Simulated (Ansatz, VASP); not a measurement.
## MgS: VASP beside Ansatz

File POSCAR:

```
MgS
1.0
    0.0000000000      2.8308768389      2.8308768389
    2.9033472860      0.0000000000      2.8308768389
    2.9033472860      2.8308768389      0.0000000000
Mg S
1 1
Direct
    0.0000000000      0.0000000000      0.0000000000
    0.2500000000      0.2500000000      0.2500000000
```

INCAR.step1

```
ALGO = Normal
EDIFF = 1E-5
ENCUT = 520
GGA = PE
ISIF = 2
ISMEAR = 0
LASPH = True
LCHARG = False
LREAL = False
LWAVE = True
NBANDS = 11
NELM = 80
PREC = Accurate
SIGMA = 0.01
```

INCAR.step2

```
ALGO = Normal
EDIFF = 1E-6
ENCUT = 520
GGA = PE
HFSCREEN = 0.2079
ISIF = 2
ISMEAR = 0
ISTART = 1
LASPH = True
LCHARG = False
LHFCALC = True
LREAL = False
LWAVE = False
NBANDS = 11
NELM = 80
PREC = Accurate
PRECFOCK = Normal
SIGMA = 0.01
```

KPOINTS

```
k-points
0
Gamma
  6 6 6
```

Input for Ansatz:

```yaml
crystal:
  lattice:
    - [0.0, 2.8308768389, 2.8308768389]
    - [2.903347286, 0.0, 2.8308768389]
    - [2.903347286, 2.8308768389, 0.0]
  atoms:
    - { symbol: Mg, position: [0.0, 0.0, 0.0] }
    - { symbol: S, position: [0.25, 0.25, 0.25] }
kpoints:
  mp_grid: { grid: [6, 6, 6] }
  band_path:
    path:
      - [0.0, 0.0, 0.0]
      - [-0.5, -0.5, 0.0]
      - [-0.375, -0.375, 0.25]
      - [-0.375, 0.0, 0.375]
      - [0.0, 0.0, 0.5]
      - [-0.5, -0.25, 0.25]
    npoints: 1
hamiltonian:
  xc: hse06
scf:
  occupations: { method: fixed }
  n_extra_bands: 4
output:
  forces: true
  stress: true
  eigenvalues: true
```

Change from the starting cell: uniaxial_x strain +2.6%.

Alike in both runs: task single point; functional HSE06; k mesh 6 × 6 × 6; no spin polarisation.

```csv
,VASP,Ansatz
version,VASP 6.6.1,Ansatz 0.2.0
potentials or method,"VASP PAW PBE potentials, release 64 (Mg, S)","plane waves, PAW"
plane-wave cutoff (eV),520,420
occupations,"gaussian, width 0.01 eV",fixed
valence electrons in the cell,8,16
```

|  | VASP | Ansatz | Ansatz less VASP |
| --- | --- | --- | --- |
| gap on the k mesh at the Fermi level (eV) | 4.35 | 4.37 | +0.017 |
| pressure (GPa) | -1.6 | -1.4 | +0.17 |
| traceless stress, the component that is largest in VASP (GPa) | -0.45 | -0.45 | +0.005 |

VASP's potentials hold 8 valence electrons a cell and Ansatz's 16, so a difference there can come from the potentials and not from the codes. Ansatz's warnings: stress exchange threshold loose, stress scf threshold loose.
